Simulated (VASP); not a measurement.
# AlN (CsCl type) (Pm-3m) in VASP: relaxation of cell and atoms with PBE

Aim: the relaxation of cell and atoms of AlN (CsCl type) with PBE.

Program: VASP 6.6.1. These are calculated values, not measurements. Logs are shortened: lines on timing, memory, paths and dates and some standing lists are left out, and cuts for length are marked.

### Step 1. The cell of the first run

The structure is cubic, space group Pm-3m (No. 221). The conventional cell has a = 2.714 Å, b = 2.714 Å, c = 2.714 Å, α = 90.00°, β = 90.00°, γ = 90.00°. Al (site symmetry m-3m) has 8 N at 2.35 Å and 6 Al at 2.71 Å within 3.1 Å. Within 3.1 Å of N (site symmetry m-3m) lie 8 Al at 2.35 Å and 6 N at 2.71 Å.

### Step 2. Relaxation of cell and atoms, PBE

Contents of INCAR:

```
SYSTEM = AlN
PREC = Accurate ; ENCUT = 600
EDIFF = 1E-6 ; ISMEAR = -1
SIGMA = 0.1 ; LREAL = .False.
LASPH = .True. ; NELM = 100
ALGO = Normal ; ISIF = 3
LWAVE = .False. ; LCHARG = .False.
GGA = PE ; IBRION = 2
NSW = 60 ; EDIFFG = -0.005
```

Contents of KPOINTS:

```
Automatic mesh
0
Gamma
  15 15 15
  0 0 0
```

Contents of POSCAR:

```
AlN
1.0
    2.7144176166      0.0000000000      0.0000000000
    0.0000000000      2.7144176166      0.0000000000
    0.0000000000      0.0000000000      2.7144176166
Al N
1 1
Direct
    0.0000000000      0.0000000000      0.0000000000
    0.5000000000      0.5000000000      0.5000000000
```

Potentials or basis: VASP PAW PBE potentials, release 64 (Al, N).

Launch:

```bash
cat potpaw_PBE.64/Al/POTCAR potpaw_PBE.64/N/POTCAR > POTCAR
mpirun -np 1 vasp_std > vasp.out
```

OUTCAR:

```text
SYSTEM = AlN
   PREC = Accurate
   ENCUT = 600
   EDIFF = 1E-6
   ISMEAR = -1
   LREAL = .False.
   LASPH = .True.
   NELM = 100
   ISIF = 3
   GGA = PE
   IBRION = 2
   NSW = 60
   EDIFFG = -0.005

 ion  position               nearest neighbor table
   1  0.000  0.000  0.000-   2 2.35   2 2.35   2 2.35   2 2.35   2 2.35   2 2.35   2 2.35   2 2.35

   2  0.500  0.500  0.500-   1 2.35   1 2.35   1 2.35   1 2.35   1 2.35   1 2.35   1 2.35   1 2.35

  LATTYP: Found a simple cubic cell.
 ALAT       =     2.7144176166

  Lattice vectors:

 A1 = (   2.7144176166,   0.0000000000,   0.0000000000)
 A2 = (   0.0000000000,   2.7144176166,   0.0000000000)
 A3 = (   0.0000000000,   0.0000000000,   2.7144176166)

Analysis of symmetry for initial positions (statically):
=====================================================================
 Subroutine PRICEL returns:
 Original cell was already a primitive cell.

 Routine SETGRP: Setting up the symmetry group for a
 simple cubic supercell.

 Subroutine GETGRP returns: Found 48 space group operations
 (whereof 48 operations were pure point group operations)
 out of a pool of 48 trial point group operations.

The static configuration has the point symmetry O_h .

Analysis of symmetry for dynamics (positions and initial velocities):
=====================================================================
 Subroutine PRICEL returns:
 Original cell was already a primitive cell.

 Routine SETGRP: Setting up the symmetry group for a
 simple cubic supercell.

 Subroutine GETGRP returns: Found 48 space group operations
 (whereof 48 operations were pure point group operations)
 out of a pool of 48 trial point group operations.

The dynamic configuration has the point symmetry O_h .

 Subroutine INISYM returns: Found 48 space group operations
 (whereof 48 operations are pure point group operations),
 and found     1 'primitive' translations

----------------------------------------------------------------------------------------

                                     Primitive cell

  volume of cell :      20.0000

  direct lattice vectors                    reciprocal lattice vectors
     2.714417617  0.000000000  0.000000000     0.368403150  0.000000000  0.000000000
     0.000000000  2.714417617  0.000000000     0.000000000  0.368403150  0.000000000
     0.000000000  0.000000000  2.714417617     0.000000000  0.000000000  0.368403150

  length of vectors
     2.714417617  2.714417617  2.714417617     0.368403150  0.368403150  0.368403150

  position of ions in fractional coordinates (direct lattice)
     0.000000000  0.000000000  0.000000000
     0.500000000  0.500000000  0.500000000

  ion indices of the primitive-cell ions
   primitive index   ion index
                 1           1
                 2           2

----------------------------------------------------------------------------------------

 KPOINTS: Automatic mesh

Automatic generation of k-mesh.
 Grid dimensions read from file:
 generate k-points for:   15   15   15

 Generating k-lattice:

  Cartesian coordinates                     Fractional coordinates (reciprocal lattice)
     0.024560210  0.000000000  0.000000000     0.066666667  0.000000000  0.000000000
     0.000000000  0.024560210  0.000000000     0.000000000  0.066666667  0.000000000
     0.000000000  0.000000000  0.024560210     0.000000000  0.000000000  0.066666667

  Length of vectors
     0.024560210  0.024560210  0.024560210

  Shift w.r.t. Gamma in fractional coordinates (k-lattice)
     0.000000000  0.000000000  0.000000000

 Subroutine IBZKPT returns following result:
 ===========================================

 Found    120 irreducible k-points:

 Following reciprocal coordinates:
            Coordinates               Weight
  0.000000  0.000000  0.000000      1.000000
  0.066667  0.000000  0.000000      6.000000
  0.133333  0.000000  0.000000      6.000000
  0.200000  0.000000  0.000000      6.000000
  0.266667  0.000000  0.000000      6.000000
  0.333333  0.000000  0.000000      6.000000
[... 16 lines left out ...]
  0.266667  0.200000  0.000000     24.000000
  0.333333  0.200000  0.000000     24.000000
 [... further k-points ...]
   k-points           NKPTS =    120   k-points in BZ     NKDIM =    120   number of bands    NBANDS=      8
   number of dos      NEDOS =    301   number of ions     NIONS =      2
   total plane-waves  NPLWV =  13824
   dimension x,y,z NGX =    24 NGY =   24 NGZ =   24
   dimension x,y,z NGXF=    48 NGYF=   48 NGZF=   48
   ions per type =               1   1
   NGX,Y,Z   is equivalent  to a cutoff of  14.70, 14.70, 14.70 a.u.
   NGXF,Y,Z  is equivalent  to a cutoff of  29.40, 29.40, 29.40 a.u.
 SYSTEM =  AlN
   PREC   = accura    normal or accurate (medium, high low for compatibility)
   ISTART =      0    job   : 0-new  1-cont  2-samecut
   ICHARG =      2    charge: 1-file 2-atom 10-const
   ISPIN  =      1    spin polarized calculation?
   LNONCOLLINEAR =      F non collinear calculations
   LSORBIT =      F    spin-orbit coupling
   LASPH  =      T    aspherical Exc in radial PAW
   ENCUT  =  600.0 eV  44.10 Ry    6.64 a.u.   5.42  5.42  5.42*2*pi/ulx,y,z
   NELM   =    100;   NELMIN=  2; NELMDL= -5     # of ELM steps
   EDIFF  = 0.1E-05   stopping-criterion for ELM
   LREAL  =      F    real-space projection
   EDIFFG = -.5E-02   stopping-criterion for IOM
   NSW    =     60    number of steps for IOM
   IBRION =      2    ionic relax: 0-MD 1-quasi-New 2-CG
   NFREE  =      1    steps in history (QN), initial steepest desc. (CG)
   ISIF   =      3    stress and relaxation
   ISYM   =      2    0-nonsym 1-usesym 2-fastsym
   POTIM  = 0.5000    time-step for ionic-motion
   TEBEG  =    0.0;   TEEND  =   0.0 temperature during run
   PSTRESS=    0.0 pullay stress
   NELECT =       8.0000    total number of electrons
   NUPDOWN=      -1.0000    fix difference up-down
   EMIN   =  10.00;   EMAX   =-10.00  energy-range for DOS
   EFERMI =   0.00;   METHOD = LEGACY
   ISMEAR =    -1;   SIGMA  =   0.10  broadening in eV -4-tet -1-fermi 0-gaus
   EFERMI_NEDOS =   21; number of points for ismear=-14 and -15
   IALGO  =     38    algorithm
   IMIX   =      4    mixing-type and parameters
     AMIX     =   0.40;   BMIX     =  1.00
     AMIX_MAG =   1.60;   BMIX_MAG =  1.00
  volume/ion in A,a.u.               =      10.00        67.48
  Fermi-wavevector in a.u.,A,eV,Ry     =   1.206225  2.279434 19.796173  1.454978
  Thomas-Fermi vector in A             =   2.341898
   LORBIT       =      0    0 simple, 1 ext, 2 COOP (PROOUT), +10 PAW based schemes
   GGA     = PE    functional components
   LHFCALC =     F    Hartree Fock is set to
   AEXX    =    0.0000 exact exchange contribution
   IVDW    =     0    specifies the selected vdW correction
   LEPSILON=     F    determine dielectric tensor
   LRPA    =     F    only Hartree local field effects (RPA)
 conjugate gradient relaxation of ions
 non-spin polarized calculation
  energy-cutoff  :      600.00
  volume of cell :       20.00
 maximum number of plane-waves:       691
 NGX is ok and might be reduce to    24
   NGX = 11   NGY = 11   NGZ = 11

--------------------------------------- Ionic step        1  -------------------------------------------

 number of electron       7.9999999 magnetization

 Free energy of the ion-electron system (eV)
  ---------------------------------------------------
  ext. energy  EPLUGINS =         0.00000000
  ---------------------------------------------------
  free energy    TOTEN  =       -11.32117226 eV

  energy without entropy =      -11.30043109  energy(sigma->0) =      -11.31080168

 E-fermi :   9.0942     XC(G=0): -11.5764

 val. band max:        9.0842460258   @ k =   0.4000   0.2667   0.0000
 cond. band min:       9.1077784356   @ k =   0.4000   0.4000   0.0000
 fundamental gap:      0.0235324098
 Fermi energy:         9.0941630569

 k-point     1 :       0.0000    0.0000    0.0000
  band No.  band energies     occupation
      1      -7.9558      2.00000
      2       7.7861      2.00000
      3       7.7861      2.00000
      4       7.7861      2.00000
      5       8.7873      1.91114
      6      15.5765      0.00000
      7      15.5765      0.00000
      8      23.1068      0.00000

 k-point     2 :       0.0667    0.0000    0.0000
  band No.  band energies     occupation
      1      -7.8901      2.00000
      2       6.9267      2.00000
      3       7.8218      1.99999
      4       7.8218      1.99999
      5       9.3891      0.09957
      6      15.6593      0.00000
      7      15.8193      0.00000
      8      22.9900      0.00000
[... 300 lines left out ...]
 POSITION                                       TOTAL-FORCE (eV/Angst)
 -----------------------------------------------------------------------------------
      0.00000      0.00000      0.00000         0.000000      0.000000      0.000000
      1.28769      1.28769      1.28769        -0.000000     -0.000000      0.000000
 -----------------------------------------------------------------------------------
    total drift:                                0.000000     -0.000000     -0.000000

  FREE ENERGIE OF THE ION-ELECTRON SYSTEM (eV)
  ---------------------------------------------------
  free  energy   TOTEN  =       -11.4267761371 eV

  energy  without entropy=      -11.4109028964  energy(sigma->0) =      -11.41883952

--------------------------------------- Ionic step        3  -------------------------------------------

 number of electron       8.0000000 magnetization

 Free energy of the ion-electron system (eV)
  ---------------------------------------------------
  ext. energy  EPLUGINS =         0.00000000
  ---------------------------------------------------
  free energy    TOTEN  =       -11.44781203 eV

  energy without entropy =      -11.43080823  energy(sigma->0) =      -11.43931013

 E-fermi :  10.6501     XC(G=0): -12.0812

 val. band max:       10.6441744084   @ k =   0.4000   0.4000   0.0667
 cond. band min:      10.6689648756   @ k =   0.4667   0.4667   0.2667
 fundamental gap:      0.0247904672
 Fermi energy:        10.6501435690

 k-point     1 :       0.0000    0.0000    0.0000
  band No.  band energies     occupation
      1      -7.5329      2.00000
      2       9.1471      2.00000
      3       9.1471      2.00000
      4       9.1471      2.00000
      5      11.4323      0.00080
      6      17.0157      0.00000
      7      17.0157      0.00000
      8      26.2477      0.00000

 k-point     2 :       0.0667    0.0000    0.0000
  band No.  band energies     occupation
      1      -7.4591      2.00000
      2       8.3912      2.00000
      3       9.1858      2.00000
      4       9.1858      2.00000
      5      11.8734      0.00001
      6      17.1059      0.00000
      7      17.3477      0.00000
      8      26.0989      0.00000
[... 264 lines left out ...]
 POSITION                                       TOTAL-FORCE (eV/Angst)
 -----------------------------------------------------------------------------------
      0.00000      0.00000      0.00000         0.000000      0.000000      0.000000
      1.30657      1.30657      1.30657        -0.000000     -0.000000      0.000000
 -----------------------------------------------------------------------------------
    total drift:                                0.000000     -0.000000     -0.000000

  FREE ENERGIE OF THE ION-ELECTRON SYSTEM (eV)
  ---------------------------------------------------
  free  energy   TOTEN  =       -11.4478120262 eV

  energy  without entropy=      -11.4308082313  energy(sigma->0) =      -11.43931013

 reached required accuracy - stopping structural energy minimisation
```

Run time: 40 s. Hardware: 1 thread of AMD EPYC 7R13 (Zen 3), shared host; peak memory 0.12 GiB.

What came out:

```
Free energy                            : -11.4478 eV
Relaxed volume                         : 8.92 Å³/atom
Relaxed cell                           : a = 2.613 Å, b = 2.613 Å, c = 2.613 Å, α = 90.00°, β = 90.00°, γ = 90.00°
Space group after relaxing (to 0.05 Å) : Pm-3m (No. 221)
Energy gained by relaxing              : 63.3 meV/atom
Ionic steps                            : 3
Pressure after relaxing                : 0.0 GPa
Band gap on the k mesh                 : zero (band 4 reaches 10.90 eV, above the bottom of band 5 at 10.10 eV)
```

Step by step:
```csv
step,energy change (eV),largest force (eV/Å),pressure (GPa),volume (Å³)
1,0.0000,0.0000,-17.01,20.00
2,-0.1056,0.0000,9.18,17.08
3,-0.1266,0.0000,0.01,17.84
```

Final structure:
```yaml
crystal:
  lattice:
    - [2.61314, 0.00000, 0.00000]
    - [0.00000, 2.61314, 0.00000]
    - [0.00000, 0.00000, 2.61314]
  atoms:
    - { symbol: Al, position: [0.00000, 0.00000, 0.00000] }
    - { symbol: N, position: [0.50000, 0.50000, 0.50000] }
```
